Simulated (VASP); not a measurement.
# MgS (Niningerite) (Fm-3m) in VASP: further runs

MgS (Niningerite) is run at these levels: PBEsol; tasks: single point.

Everything below comes from runs of VASP 6.6.1. Logs are shortened: lines on timing, memory, paths and dates and some standing lists are left out, and cuts for length are marked.

### 1 The cell of the first run

Symmetry: Fm-3m, No. 225, cubic system. Conventional cell: a = 5.186 Å, b = 5.186 Å, c = 5.186 Å, α = 90.00°, β = 90.00°, γ = 90.00°. Within 3.4 Å of Mg (site symmetry m-3m) lie 6 S at 2.59 Å. Within 3.4 Å of S (site symmetry m-3m) lie 6 Mg at 2.59 Å.

### 2 Single point, PBEsol

The input, INCAR:

```
SYSTEM = MgS
PREC = Accurate ; ENCUT = 520
EDIFF = 1E-6 ; ISMEAR = 0
SIGMA = 0.01 ; LREAL = .FALSE.
LASPH = .TRUE. ; NELM = 60
ALGO = Normal ; ISIF = 2
LWAVE = .FALSE. ; LCHARG = .FALSE.
GGA = PS ; NBANDS = 11
```

The input, KPOINTS:

```
Automatic mesh
0
G
  5 5 5
  0 0 0
```

The input, POSCAR:

```
MgS
1.0
    0.0000000000      2.5928969731      2.5928969731
    2.5928969731      0.0000000000      2.5928969731
    2.5928969731      2.5928969731      0.0000000000
Mg S
1 1
Direct
    0.0000000000      0.0000000000      0.0000000000
    0.5000000000      0.5000000000      0.5000000000
```

Potentials or basis: VASP PAW PBE potentials, release 64 (Mg, S).

The run is started by

```bash
> cat potpaw_PBE.64/Mg/POTCAR potpaw_PBE.64/S/POTCAR > POTCAR
> mpirun -np 1 vasp_std > vasp.out
```

OUTCAR:

```text
SYSTEM = MgS
   PREC = Accurate
   ENCUT = 520
   EDIFF = 1E-6
   ISMEAR = 0
   LREAL = .FALSE.
   LASPH = .TRUE.
   NELM = 60
   ISIF = 2
   GGA = PS

 ion  position               nearest neighbor table
   1  0.000  0.000  0.000-   2 2.59   2 2.59   2 2.59   2 2.59   2 2.59   2 2.59
   2  0.500  0.500  0.500-   1 2.59   1 2.59   1 2.59   1 2.59   1 2.59   1 2.59

  LATTYP: Found a face centered cubic cell.
 ALAT       =     5.1857939462

  Lattice vectors:

 A1 = (   0.0000000000,   2.5928969731,   2.5928969731)
 A2 = (   2.5928969731,   0.0000000000,   2.5928969731)
 A3 = (   2.5928969731,   2.5928969731,   0.0000000000)

Analysis of symmetry for initial positions (statically):
=====================================================================
 Subroutine PRICEL returns:
 Original cell was already a primitive cell.

 Routine SETGRP: Setting up the symmetry group for a
 face centered cubic supercell.

 Subroutine GETGRP returns: Found 48 space group operations
 (whereof 48 operations were pure point group operations)
 out of a pool of 48 trial point group operations.

The static configuration has the point symmetry O_h .

Analysis of symmetry for dynamics (positions and initial velocities):
=====================================================================
 Subroutine PRICEL returns:
 Original cell was already a primitive cell.

 Routine SETGRP: Setting up the symmetry group for a
 face centered cubic supercell.

 Subroutine GETGRP returns: Found 48 space group operations
 (whereof 48 operations were pure point group operations)
 out of a pool of 48 trial point group operations.

The dynamic configuration has the point symmetry O_h .

 Subroutine INISYM returns: Found 48 space group operations
 (whereof 48 operations are pure point group operations),
 and found     1 'primitive' translations

----------------------------------------------------------------------------------------

                                     Primitive cell

  volume of cell :      34.8647

  direct lattice vectors                    reciprocal lattice vectors
     0.000000000  2.592896973  2.592896973    -0.192834503  0.192834503  0.192834503
     2.592896973  0.000000000  2.592896973     0.192834503 -0.192834503  0.192834503
     2.592896973  2.592896973  0.000000000     0.192834503  0.192834503 -0.192834503

  length of vectors
     3.666910065  3.666910065  3.666910065     0.333999157  0.333999157  0.333999157

  position of ions in fractional coordinates (direct lattice)
     0.000000000  0.000000000  0.000000000
     0.500000000  0.500000000  0.500000000

  ion indices of the primitive-cell ions
   primitive index   ion index
                 1           1
                 2           2

----------------------------------------------------------------------------------------

 KPOINTS: Automatic mesh

Automatic generation of k-mesh.
 Grid dimensions read from file:
 generate k-points for:    5    5    5

 Generating k-lattice:

  Cartesian coordinates                     Fractional coordinates (reciprocal lattice)
    -0.038566901  0.038566901  0.038566901     0.200000000  0.000000000  0.000000000
     0.038566901 -0.038566901  0.038566901     0.000000000  0.200000000  0.000000000
     0.038566901  0.038566901 -0.038566901     0.000000000  0.000000000  0.200000000

  Length of vectors
     0.066799831  0.066799831  0.066799831

  Shift w.r.t. Gamma in fractional coordinates (k-lattice)
     0.000000000  0.000000000  0.000000000

 Subroutine IBZKPT returns following result:
 ===========================================

 Found     10 irreducible k-points:

 Following reciprocal coordinates:
            Coordinates               Weight
  0.000000  0.000000  0.000000      1.000000
  0.200000  0.000000  0.000000      8.000000
  0.400000  0.000000  0.000000      8.000000
  0.200000  0.200000  0.000000      6.000000
  0.400000  0.200000  0.000000     24.000000
 -0.400000  0.200000  0.000000     24.000000
 -0.200000  0.200000  0.000000     12.000000
  0.400000  0.400000  0.000000      6.000000
 -0.400000  0.400000  0.000000     12.000000
 -0.400000  0.400000  0.200000     24.000000
   k-points           NKPTS =     10   k-points in BZ     NKDIM =     10   number of bands    NBANDS=     11
   number of dos      NEDOS =    301   number of ions     NIONS =      2
   total plane-waves  NPLWV =  21952
   dimension x,y,z NGX =    28 NGY =   28 NGZ =   28
   dimension x,y,z NGXF=    56 NGYF=   56 NGZF=   56
   ions per type =               1   1
   NGX,Y,Z   is equivalent  to a cutoff of  12.69, 12.69, 12.69 a.u.
   NGXF,Y,Z  is equivalent  to a cutoff of  25.39, 25.39, 25.39 a.u.
 SYSTEM =  MgS
   PREC   = accura    normal or accurate (medium, high low for compatibility)
   ISTART =      0    job   : 0-new  1-cont  2-samecut
   ICHARG =      2    charge: 1-file 2-atom 10-const
   ISPIN  =      1    spin polarized calculation?
   LNONCOLLINEAR =      F non collinear calculations
   LSORBIT =      F    spin-orbit coupling
   LASPH  =      T    aspherical Exc in radial PAW
   ENCUT  =  520.0 eV  38.22 Ry    6.18 a.u.   6.82  6.82  6.82*2*pi/ulx,y,z
   NELM   =     60;   NELMIN=  2; NELMDL= -5     # of ELM steps
   EDIFF  = 0.1E-05   stopping-criterion for ELM
   LREAL  =      F    real-space projection
   EDIFFG = 0.1E-04   stopping-criterion for IOM
   NSW    =      0    number of steps for IOM
   IBRION =     -1    ionic relax: 0-MD 1-quasi-New 2-CG
   NFREE  =      0    steps in history (QN), initial steepest desc. (CG)
   ISIF   =      2    stress and relaxation
   ISYM   =      2    0-nonsym 1-usesym 2-fastsym
   POTIM  = 0.5000    time-step for ionic-motion
   TEBEG  =    0.0;   TEEND  =   0.0 temperature during run
   PSTRESS=    0.0 pullay stress
   NELECT =       8.0000    total number of electrons
   NUPDOWN=      -1.0000    fix difference up-down
   EMIN   =  10.00;   EMAX   =-10.00  energy-range for DOS
   EFERMI =   0.00;   METHOD = LEGACY
   ISMEAR =     0;   SIGMA  =   0.01  broadening in eV -4-tet -1-fermi 0-gaus
   EFERMI_NEDOS =   21; number of points for ismear=-14 and -15
   IALGO  =     38    algorithm
   IMIX   =      4    mixing-type and parameters
     AMIX     =   0.40;   BMIX     =  1.00
     AMIX_MAG =   1.60;   BMIX_MAG =  1.00
  volume/ion in A,a.u.               =      17.43       117.64
  Fermi-wavevector in a.u.,A,eV,Ry     =   1.002250  1.893979 13.667132  1.004506
  Thomas-Fermi vector in A             =   2.134725
   LORBIT       =      0    0 simple, 1 ext, 2 COOP (PROOUT), +10 PAW based schemes
   GGA     = PS    functional components
   LHFCALC =     F    Hartree Fock is set to
   AEXX    =    0.0000 exact exchange contribution
   IVDW    =     0    specifies the selected vdW correction
   LEPSILON=     F    determine dielectric tensor
   LRPA    =     F    only Hartree local field effects (RPA)
 non-spin polarized calculation
 Gauss-broadening in eV      SIGMA  =   0.01
  energy-cutoff  :      520.00
  volume of cell :       34.86
 maximum number of plane-waves:       951
   NGX = 13   NGY = 13   NGZ = 13

 number of electron       7.9999999 magnetization

 Free energy of the ion-electron system (eV)
  ---------------------------------------------------
  ext. energy  EPLUGINS =         0.00000000
  ---------------------------------------------------
  free energy    TOTEN  =        -9.06269126 eV

  energy without entropy =       -9.06269126  energy(sigma->0) =       -9.06269126

 E-fermi :   3.8405     XC(G=0):  -9.8764

 val. band max:        3.7751771571   @ k =   0.0000   0.0000   0.0000
 cond. band min:       6.9087291117   @ k =   0.4000   0.4000   0.0000
 fundamental gap:      3.1335519546
 Fermi energy:         3.8404778560

 k-point     1 :       0.0000    0.0000    0.0000
  band No.  band energies     occupation
      1      -8.9671      2.00000
      2       3.7752      2.00000
      3       3.7752      2.00000
      4       3.7752      2.00000
      5       7.4434      0.00000
      6      11.6165      0.00000
      7      11.6165      0.00000
      8      11.6165      0.00000
      9      14.0921      0.00000
     10      14.0921      0.00000
     11      16.0880      0.00000

 k-point     2 :       0.2000    0.0000    0.0000
  band No.  band energies     occupation
      1      -8.5837      2.00000
      2       1.6149      2.00000
      3       3.5371      2.00000
      4       3.5371      2.00000
      5       8.6436      0.00000
      6      11.5232      0.00000
      7      11.7958      0.00000
      8      11.7958      0.00000
      9      13.5142      0.00000
     10      13.5142      0.00000
     11      15.9218      0.00000

 k-point     3 :       0.4000    0.0000    0.0000
  band No.  band energies     occupation
      1      -7.7862      2.00000
      2      -0.7887      2.00000
      3       3.2133      2.00000
      4       3.2133      2.00000
      5       8.2798      0.00000
      6      10.7654      0.00000
      7      10.7654      0.00000
      8      13.7652      0.00000
      9      15.3367      0.00000
     10      16.4645      0.00000
     11      16.4645      0.00000

 k-point     4 :       0.2000    0.2000    0.0000
  band No.  band energies     occupation
      1      -8.4605      2.00000
      2       1.7738      2.00000
      3       3.0430      2.00000
      4       3.0430      2.00000
      5       9.1906      0.00000
      6       9.7517      0.00000
      7      11.4641      0.00000
      8      13.2115      0.00000
      9      13.2115      0.00000
     10      14.7559      0.00000
     11      18.3150      0.00000
[... 43 lines left out ...]
 k-point     8 :       0.4000    0.4000    0.0000
  band No.  band energies     occupation
      1      -7.4405      2.00000
      2      -0.2278      2.00000
      3       2.1684      2.00000
      4       2.1684      2.00000
      5       6.9087      0.00000
      6       8.1849      0.00000
      7      14.7278      0.00000
      8      16.1706      0.00000
      9      16.1706      0.00000
     10      16.2570      0.00000
     11      20.7316      0.00000

 k-point     9 :      -0.4000    0.4000    0.0000
  band No.  band energies     occupation
      1      -7.2140      2.00000
      2      -0.2150      2.00000
      3       0.8635      2.00000
      4       2.2563      2.00000
      5       7.3236      0.00000
      6       9.6294      0.00000
      7      14.0241      0.00000
      8      14.3330      0.00000
      9      15.9742      0.00000
     10      17.9451      0.00000
     11      20.4325      0.00000

 k-point    10 :      -0.4000    0.4000    0.2000
  band No.  band energies     occupation
      1      -7.3160      2.00000
      2      -0.0598      2.00000
      3       0.9840      2.00000
      4       1.9487      2.00000
      5       8.8962      0.00000
      6      10.6629      0.00000
      7      11.2054      0.00000
      8      13.5994      0.00000
      9      16.5534      0.00000
     10      17.4147      0.00000
     11      20.2358      0.00000

------------------------ aborting loop because EDIFF is reached ----------------------------------------

  FORCE on cell =-STRESS in cart. coord.  units (eV):
  Direction    XX          YY          ZZ          XY          YZ          ZX
  --------------------------------------------------------------------------------------
  -------------------------------------------------------------------------------------
  Total       -0.0591896     -0.0591896     -0.0591896     -0.0000000     -0.0000000      0.0000000
  in kB       -2.7200082     -2.7200082     -2.7200082     -0.0000000     -0.0000000      0.0000000
  external PRESSURE =      -2.7200082 kB  Pullay stress =       0.0000000 kB

 VOLUME and BASIS-vectors are now :
 -----------------------------------------------------------------------------
  energy-cutoff  :      520.00
  volume of cell :       34.86
      direct lattice vectors                 reciprocal lattice vectors
     0.000000000  2.592896973  2.592896973    -0.192834503  0.192834503  0.192834503
     2.592896973  0.000000000  2.592896973     0.192834503 -0.192834503  0.192834503
     2.592896973  2.592896973  0.000000000     0.192834503  0.192834503 -0.192834503

 POSITION                                       TOTAL-FORCE (eV/Angst)
 -----------------------------------------------------------------------------------
      0.00000      0.00000      0.00000        -0.000000      0.000000     -0.000000
      2.59290      2.59290      2.59290         0.000000     -0.000000      0.000000
 -----------------------------------------------------------------------------------
    total drift:                                0.000000      0.000000      0.000000

  FREE ENERGIE OF THE ION-ELECTRON SYSTEM (eV)
  ---------------------------------------------------
  free  energy   TOTEN  =        -9.0626912595 eV

  energy  without entropy=       -9.0626912595  energy(sigma->0) =       -9.06269126
```

Wall time 5.6 s (1 thread of Intel Xeon 6975P-C, shared host); peak memory 0.15 GiB.

What came out:

- Free energy: -9.0627 eV
- Pressure: -0.3 GPa
- Band gap on the k mesh: 3.13 eV, indirect (least direct gap 3.67 eV)

Caveat: the PAW data sets were made with another functional, which shifts forces and pressure a little. As with any semilocal functional, this PBEsol gap is likely too small.

### 3 Single point, PBEsol

This run uses another cell than the first one, of 17.01 Å³/atom, 0.976 times its volume.

The input, INCAR:

```
SYSTEM = MgS
ALGO = Normal ; EDIFF = 1E-6
ENCUT = 520 ; GGA = PS
ISIF = 2 ; ISMEAR = 0
LASPH = .TRUE. ; LCHARG = .FALSE.
LREAL = .FALSE. ; LWAVE = .FALSE.
NBANDS = 11 ; NELM = 100
PREC = Accurate ; SIGMA = 0.01
```

The input, KPOINTS:

```
k-points
0
G
  5 5 5
  0 0 0
```

The input, POSCAR:

```
MgS
1.0
    0.0000000000      2.5718326676      2.5718326676
    2.5718326676      0.0000000000      2.5718326676
    2.5718326676      2.5718326676      0.0000000000
Mg S
1 1
Direct
    0.0000000000      0.0000000000      0.0000000000
    0.5000000000      0.5000000000      0.5000000000
```

Potentials or basis: VASP PAW PBE potentials, release 64 (Mg, S).

The run is started by

```bash
> cat potpaw_PBE.64/Mg/POTCAR potpaw_PBE.64/S/POTCAR > POTCAR
> mpirun -np 1 vasp_std > vasp.out
```

Wall time 5.7 s (1 thread of Intel Xeon 6975P-C, shared host); peak memory 0.15 GiB.

The run converged. Its results:

```
Free energy            : -9.0587 eV
Pressure               : 1.7 GPa
Band gap on the k mesh : 3.19 eV, indirect (least direct gap 3.86 eV)
```

Levels at points of the mesh, in eV from the valence-band top:
```csv
k point,band 2,band 3,band 4,band 5,band 6,band 7
"(0.00, 0.00, 0.00)",0.00,0.00,0.00,3.86,7.82,7.82
```

Caveat: the k points lie up to 0.42 Å⁻¹ apart; the PAW data sets were made with another functional, which shifts forces and pressure a little.

### 4 Single point, PBEsol

This run uses another cell than the first one, of 16.64 Å³/atom, 0.954 times its volume.

The input, INCAR:

```
SYSTEM = MgS
ALGO     = Normal         ! electronic algorithm
EDIFF    = 1E-6           ! SCF threshold, eV
ENCUT    = 520            ! plane-wave cutoff, eV
GGA      = PS             ! functional
ISIF     = 2              ! what is computed and relaxed
ISMEAR   = 0              ! smearing method
LASPH    = .TRUE.         ! aspherical terms in the spheres
LCHARG   = .TRUE.         ! write CHGCAR
LELF     = .TRUE.         ! ELF
LREAL    = .FALSE.        ! projectors in reciprocal space
LVHAR    = .TRUE.       
LWAVE    = .FALSE.        ! write WAVECAR
NBANDS   = 11             ! bands
NELM     = 100            ! most SCF steps
PREC     = Accurate       ! precision mode
SIGMA    = 0.01           ! smearing width, eV
```

KPOINTS is that of step 3.

The input, POSCAR:

```
MgS
1.0
    0.0000000000      2.5527684266      2.5527684266
    2.5527684266      0.0000000000      2.5527684266
    2.5527684266      2.5527684266      0.0000000000
Mg S
1 1
Direct
    0.0000000000      0.0000000000      0.0000000000
    0.5000000000      0.5000000000      0.5000000000
```

The run is started by

```bash
> cat potpaw_PBE.64/Mg/POTCAR potpaw_PBE.64/S/POTCAR > POTCAR
> mpirun -np 1 vasp_std > vasp.out
```

Wall time 4.7 s (1 thread of Intel Xeon 6975P-C, shared host); peak memory 0.15 GiB.

The run converged. Its results:

```yaml
Free_energy: -9.0457 eV
Pressure: 3.7 GPa
Band_gap_on_the_k_mesh: 3.24 eV, indirect (least direct gap 4.05 eV)
```

Levels at points of the mesh, in eV from the valence-band top:
```tsv
k point	band 1	band 2	band 3	band 4	band 5	band 6	band 7	band 8
(0.00, 0.00, 0.00)	-13.02	0.00	0.00	0.00	4.05	7.80	7.80	7.80
```

Caveat: the k points lie up to 0.43 Å⁻¹ apart; the PAW data sets were made with another functional, which shifts forces and pressure a little. A k mesh can miss the band edges.

### 5 Single point, PBEsol

This run uses another cell than the first one, of 16.30 Å³/atom, 0.935 times its volume.

The input, INCAR:

```
  ALGO = Normal
  EDIFF = 1E-7
  ENCUT = 520
  GGA = PS
  ISIF = 2
  ISMEAR = 0
  LASPH = T
  LCHARG = T
  LELF = T
  LREAL = F
  LVHAR = T
  LWAVE = F
  NBANDS = 11
  NELM = 80
  PREC = Accurate
  SIGMA = 0.01
```

The input, KPOINTS:

```
k-points
0
Gamma
  5 5 5
```

The input, POSCAR:

```
MgS
1.0
    0.0000000000      2.5355243837      2.5355243837
    2.5355243837      0.0000000000      2.5355243837
    2.5355243837      2.5355243837      0.0000000000
Mg S
1 1
Direct
    0.0000000000      0.0000000000      0.0000000000
    0.5000000000      0.5000000000      0.5000000000
```

The run is started by

```bash
> cat potpaw_PBE.64/Mg/POTCAR potpaw_PBE.64/S/POTCAR > POTCAR
> mpirun -np 1 vasp_std > vasp.out
```

It took 6.6 s on 1 thread of Intel Xeon 6975P-C, shared host; peak memory 0.15 GiB.

Results (log left out):

```yaml
Free_energy: -9.0257 eV
Pressure: 5.7 GPa
Band_gap_on_the_k_mesh: 3.28 eV, indirect (least direct gap 4.22 eV)
```

Levels at points of the mesh, in eV from the valence-band top:
| k point | band 1 | band 2 | band 3 | band 4 | band 5 | band 6 | band 7 | band 8 | band 9 |
| --- | --- | --- | --- | --- | --- | --- | --- | --- | --- |
| (0.00, 0.00, 0.00) | -13.15 | 0.00 | 0.00 | 0.00 | 4.22 | 7.79 | 7.79 | 7.79 | 10.38 |

Caveat: the k points lie up to 0.43 Å⁻¹ apart; the PAW data sets were made with another functional, which shifts forces and pressure a little.

(Part 1 of 2 ends here.)
